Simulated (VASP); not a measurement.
# W (Im-3m) in VASP: settings compared

The runs below take W through single point, with PBE, LDA.

Program: VASP 6.6.1. These are calculated values, not measurements. Logs are shortened: lines on timing, memory, paths and dates and some standing lists are left out, and cuts for length are marked.

## 1. The cell of the first run

The structure is cubic, space group Im-3m (No. 229). Conventional cell: a = 3.170 Å, b = 3.170 Å, c = 3.170 Å, α = 90.00°, β = 90.00°, γ = 90.00°. W (site symmetry m-3m) has 14 W at 2.75 to 3.17 Å within 3.6 Å.

## 2. Single point, PBE

File INCAR:

```
  PREC = Accurate
  ENCUT = 520
  EDIFF = 1E-7
  ISMEAR = -1
  SIGMA = 0.1
  LREAL = False
  LASPH = True
  NELM = 60
  ALGO = Normal
  ISIF = 2
  LWAVE = False
  LCHARG = False
  GGA = PE
  NBANDS = 13
```

File KPOINTS:

```
regular mesh
0
Gamma
  10 10 10
```

File POSCAR:

```
W
1.0
   -1.5851580000      1.5851580000      1.5851580000
    1.5851580000     -1.5851580000      1.5851580000
    1.5851580000      1.5851580000     -1.5851580000
W
1
Direct
    0.0000000000      0.0000000000      0.0000000000
```

Potentials or basis: VASP PAW PBE potentials, release 64 (W_sv).

On the command line:

```console
$ cat potpaw_PBE.64/W_sv/POTCAR > POTCAR
$ mpirun -np 1 vasp_std > vasp.out
```

OUTCAR:

```text
PREC = Accurate
   ENCUT = 520
   EDIFF = 1E-7
   ISMEAR = -1
   LREAL = False
   LASPH = True
   NELM = 60
   ISIF = 2
   GGA = PE

 ion  position               nearest neighbor table
   1  0.000  0.000  0.000-

  LATTYP: Found a body centered cubic cell.
 ALAT       =     3.1703160000

  Lattice vectors:

 A1 = (  -1.5851580000,   1.5851580000,   1.5851580000)
 A2 = (   1.5851580000,  -1.5851580000,   1.5851580000)
 A3 = (   1.5851580000,   1.5851580000,  -1.5851580000)

Analysis of symmetry for initial positions (statically):
=====================================================================
 Subroutine PRICEL returns:
 Original cell was already a primitive cell.

 Routine SETGRP: Setting up the symmetry group for a
 body centered cubic supercell.

 Subroutine GETGRP returns: Found 48 space group operations
 (whereof 48 operations were pure point group operations)
 out of a pool of 48 trial point group operations.

The static configuration has the point symmetry O_h .

Analysis of symmetry for dynamics (positions and initial velocities):
=====================================================================
 Subroutine PRICEL returns:
 Original cell was already a primitive cell.

 Routine SETGRP: Setting up the symmetry group for a
 body centered cubic supercell.

 Subroutine GETGRP returns: Found 48 space group operations
 (whereof 48 operations were pure point group operations)
 out of a pool of 48 trial point group operations.

The dynamic configuration has the point symmetry O_h .

 Subroutine INISYM returns: Found 48 space group operations
 (whereof 48 operations are pure point group operations),
 and found     1 'primitive' translations

----------------------------------------------------------------------------------------

                                     Primitive cell

  volume of cell :      15.9323

  direct lattice vectors                    reciprocal lattice vectors
    -1.585158000  1.585158000  1.585158000     0.000000000  0.315425970  0.315425970
     1.585158000 -1.585158000  1.585158000     0.315425970  0.000000000  0.315425970
     1.585158000  1.585158000 -1.585158000     0.315425970  0.315425970  0.000000000

  length of vectors
     2.745574194  2.745574194  2.745574194     0.446079685  0.446079685  0.446079685

  position of ions in fractional coordinates (direct lattice)
     0.000000000  0.000000000  0.000000000
[... 75 lines left out ...]
   NELM   =     60;   NELMIN=  2; NELMDL= -5     # of ELM steps
   EDIFF  = 0.1E-06   stopping-criterion for ELM
   LREAL  =      F    real-space projection
   EDIFFG = 0.1E-05   stopping-criterion for IOM
   NSW    =      0    number of steps for IOM
   IBRION =     -1    ionic relax: 0-MD 1-quasi-New 2-CG
   NFREE  =      0    steps in history (QN), initial steepest desc. (CG)
   ISIF   =      2    stress and relaxation
   ISYM   =      2    0-nonsym 1-usesym 2-fastsym
   POTIM  = 0.5000    time-step for ionic-motion
   TEBEG  =    0.0;   TEEND  =   0.0 temperature during run
   PSTRESS=    0.0 pullay stress
   NELECT =      14.0000    total number of electrons
   NUPDOWN=      -1.0000    fix difference up-down
   EMIN   =  10.00;   EMAX   =-10.00  energy-range for DOS
   EFERMI =   0.00;   METHOD = LEGACY
   ISMEAR =    -1;   SIGMA  =   0.10  broadening in eV -4-tet -1-fermi 0-gaus
   EFERMI_NEDOS =   21; number of points for ismear=-14 and -15
   IALGO  =     38    algorithm
   IMIX   =      4    mixing-type and parameters
     AMIX     =   0.40;   BMIX     =  1.00
     AMIX_MAG =   1.60;   BMIX_MAG =  1.00
  volume/ion in A,a.u.               =      15.93       107.52
  Fermi-wavevector in a.u.,A,eV,Ry     =   1.568044  2.963174 33.453495  2.458762
  Thomas-Fermi vector in A             =   2.670134
   LORBIT       =      0    0 simple, 1 ext, 2 COOP (PROOUT), +10 PAW based schemes
   GGA     = PE    functional components
   LHFCALC =     F    Hartree Fock is set to
   AEXX    =    0.0000 exact exchange contribution
   IVDW    =     0    specifies the selected vdW correction
   LEPSILON=     F    determine dielectric tensor
   LRPA    =     F    only Hartree local field effects (RPA)
 non-spin polarized calculation
  energy-cutoff  :      520.00
  volume of cell :       15.93
 maximum number of plane-waves:       445
   NGX = 11   NGY = 11   NGZ = 11

 number of electron      14.0000003 magnetization

 Free energy of the ion-electron system (eV)
  ---------------------------------------------------
  ext. energy  EPLUGINS =         0.00000000
  ---------------------------------------------------
  free energy    TOTEN  =       -12.95367039 eV

  energy without entropy =      -12.93596188  energy(sigma->0) =      -12.94481614

 E-fermi :  11.4779     XC(G=0): -13.6143

 val. band max:       11.4259130332   @ k =   0.5000   0.5000   0.2000
 cond. band min:      11.5871829031   @ k =   0.1000   0.1000   0.0000
 fundamental gap:      0.1612698699
 Fermi energy:        11.4778508045

 k-point     1 :       0.0000    0.0000    0.0000
  band No.  band energies     occupation
      1     -62.8332      2.00000
      2     -26.4015      2.00000
      3     -26.4015      2.00000
      4     -26.4015      2.00000
      5       1.7615      2.00000
      6      10.1420      2.00000
      7      10.1420      2.00000
      8      10.1420      2.00000
      9      13.6147      0.00000
     10      13.6147      0.00000
     11      25.8774      0.00000
     12      25.8774      0.00000
     13      25.8774      0.00000
[... 354 lines left out ...]
  band No.  band energies     occupation
      1     -62.7372      2.00000
      2     -27.2342      2.00000
      3     -26.7198      2.00000
      4     -26.5023      2.00000
      5       5.1635      2.00000
      6       8.9464      2.00000
      7       9.2999      2.00000
      8      12.1762      0.00185
      9      13.8155      0.00000
     10      14.6052      0.00000
     11      25.0763      0.00000
     12      27.6885      0.00000
     13      31.8028      0.00000

 [... further k-points ...]
[... 5 lines left out ...]
  --------------------------------------------------------------------------------------
  -------------------------------------------------------------------------------------
  Total        0.4772453      0.4772453      0.4772453     -0.0000000      0.0000000     -0.0000000
  in kB       47.9926323     47.9926323     47.9926323     -0.0000000      0.0000000     -0.0000000
  external PRESSURE =      47.9926323 kB  Pullay stress =       0.0000000 kB

 VOLUME and BASIS-vectors are now :
 -----------------------------------------------------------------------------
  energy-cutoff  :      520.00
  volume of cell :       15.93
      direct lattice vectors                 reciprocal lattice vectors
    -1.585158000  1.585158000  1.585158000     0.000000000  0.315425970  0.315425970
     1.585158000 -1.585158000  1.585158000     0.315425970  0.000000000  0.315425970
     1.585158000  1.585158000 -1.585158000     0.315425970  0.315425970  0.000000000

 POSITION                                       TOTAL-FORCE (eV/Angst)
 -----------------------------------------------------------------------------------
      0.00000      0.00000      0.00000        -0.000000     -0.000000     -0.000000
 -----------------------------------------------------------------------------------
    total drift:                                0.000000     -0.000000      0.000000

  FREE ENERGIE OF THE ION-ELECTRON SYSTEM (eV)
  ---------------------------------------------------
  free  energy   TOTEN  =       -12.9536703921 eV

  energy  without entropy=      -12.9359618791  energy(sigma->0) =      -12.94481614
```

stdout:

```text
POSCAR found type information on POSCAR W
 POSCAR found :  1 types and       1 ions
 scaLAPACK will be used
 LDA part: xc-table for (Slater+PW92), standard interpolation
 POSCAR, INCAR and KPOINTS ok, starting setup
 FFT: planning ... GRIDC
 FFT: planning ... GRID_SOFT
 FFT: planning ... GRID
 WAVECAR not read
 entering main loop
```

It took 8.8 s on 1 thread of Intel Xeon Platinum 8259CL at 2.50GHz (Skylake/Cascade Lake), shared host; peak memory 0.13 GiB.

Results:

* Free energy: -12.9537 eV
* Pressure: 4.8 GPa
* Band gap on the k mesh: zero (band 7 reaches 16.49 eV, above the bottom of band 8 at 10.14 eV)

Caveat: spin-orbit coupling is left out, which moves the levels of the heavy elements.

## 3. Single point, LDA

File INCAR:

```
PREC = Accurate
ENCUT = 520
EDIFF = 1E-6
ISMEAR = -1
SIGMA = 0.1
LREAL = False
LASPH = True
NELM = 60
ALGO = Normal
ISIF = 2
LWAVE = False
LCHARG = True
GGA = CA
LELF = True
LVHAR = True
NBANDS = 13
```

KPOINTS is that of step 2.

POSCAR is that of step 2.

Potentials or basis: VASP PAW LDA potentials, release 64 (W_sv).

On the command line:

```console
$ cat potpaw_LDA.64/W_sv/POTCAR > POTCAR
$ mpirun -np 1 vasp_std > vasp.out
```

Run time: 7.1 s. Hardware: 1 thread of Intel Xeon Platinum 8259CL at 2.50GHz (Skylake/Cascade Lake), shared host; peak memory 0.12 GiB.

It converged, with:

| Item | Value |
| --- | --- |
| Free energy | -14.0941 eV |
| Pressure | -8.2 GPa |
| Band gap on the k mesh | zero (band 7 reaches 16.34 eV, above the bottom of band 8 at 9.98 eV) |

Levels at points of the mesh, in eV from the Fermi level:
```
           k point  band 5  band 6  band 7  band 8  band 9  band 10
(0.00, 0.00, 0.00)   -9.60   -1.35   -1.35   -1.35    2.08     2.08
(0.50, 0.00, 0.00)   -6.31   -3.65    0.73    1.98    2.94     5.99
(0.50, 0.50, 0.50)   -5.89   -5.89    5.01    5.01    5.01     8.23
```

Caveat: spin-orbit coupling is left out, which moves the levels of the heavy elements.
